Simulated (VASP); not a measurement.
Runs of VASP 6.6.1 on InSb. The structure is that of space group F-43m (No. 216), or close to it. The cells are those of the table. 

```tsv
level	cell	k mesh	grid for exact exchange (PRECFOCK)	screening parameter	gap on the mesh (eV)	pressure (GPa)
HSE06	a = 4.664, b = 4.664, c = 4.638 Å, angles 60.2, 60.2, 59.6°, 2 atoms	4 × 4 × 4	Normal	0.2079 1/Å	0.23	-1.1
HSE06	a = 4.576 Å, angles 60.0°, 2 atoms	4 × 4 × 4	Normal	0.2079 1/Å	0.59	(b)
r2SCAN	a = 4.576 Å, angles 60.0°, 2 atoms	6 × 6 × 6	-	-	(a)	(c)
PBE	a = 4.576 Å, angles 60.0°, 2 atoms	6 × 6 × 6	-	-	none	3.4
```

Alike in all rows: task single point; potentials or basis VASP PAW PBE potentials, release 64 (In_d, Sb); no spin polarisation; cutoff (eV) 520; smearing fermi-dirac 0.02 eV.

Question: Estimate the missing entries.

Answer: (a) 0.26; (b) 1.4; (c) 1.8.

Caveats: some runs use coarse meshes; spin-orbit coupling is left out, which moves the levels of the heavy elements; the PAW data sets were made with another functional, which shifts forces and pressure a little (some runs).

A k mesh can miss the band edges, and the runs leave out spin-orbit coupling on In, Sb.

A gap of «none» marks levels without a gap at the run's occupations.
